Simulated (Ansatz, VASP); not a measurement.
# Two plane-wave programs on AgBr

```xyz
2
Lattice="0.0000 2.8377 2.8377 2.8377 0.0000 2.8377 2.8377 2.8377 0.0000" Properties=species:S:1:pos:R:3 pbc="T T T"
Ag    0.0000    0.0000    0.0000
Br    2.8377    2.8377    2.8377
```

Alike in both runs: task single point; functional HSE06; k mesh 6 × 6 × 6; no spin polarisation.

```csv
,VASP,Ansatz
version,VASP 6.6.1,Ansatz 0.2.0
potentials or method,"VASP PAW PBE potentials, release 64 (Ag, Br), cutoff 400 eV","scalar-relativistic, plane waves, PAW"
occupations,"gaussian, width 0.01 eV",fixed
valence electrons in the cell,18,26
```

VASP gave:

```
gap on the k mesh at the Fermi level (eV) : 1.99
least direct gap on the mesh (eV)         : 3.97
```

Question: Estimate Ansatz's values.

Answer: gap on the k mesh at the Fermi level (eV): 2.02; least direct gap on the mesh (eV): 3.99.

VASP's potentials hold 18 valence electrons a cell and Ansatz's 26, so a difference there can come from the potentials and not from the codes.
